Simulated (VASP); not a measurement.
Os:

```xyz
2
Lattice="2.7175 0.0000 0.0000 -1.3588 2.3534 0.0000 0.0000 0.0000 4.2845" Properties=species:S:1:pos:R:3 pbc="T T T"
Os    0.0000    1.5690    1.0711
Os    1.3588    0.7845    3.2133
```

Base run:

- Program: VASP 6.6.1
- Functional: LDA
- Potentials or basis: VASP PAW LDA potentials, release 64 (Os)
- Cutoff: 520 eV
- k mesh: 13 × 13 × 8
- Occupations: methfessel-paxton, width 1 eV
- Spin: no spin polarisation

Its results: band gap on the k mesh zero (bands 8 and 9 overlap by 3.94 eV); pressure 0.4 GPa.

The run is repeated on the same cell with these changes: occupations from methfessel-paxton, width 1 eV to methfessel-paxton, width 0.03 eV. What comes out?

Band gap on the k mesh zero (bands 8 and 9 overlap by 3.94 eV); pressure 0.9 GPa.

Caveats: spin-orbit coupling is left out, which moves the levels of the heavy elements; so wide a smearing shifts energies and pressures (at least some runs).
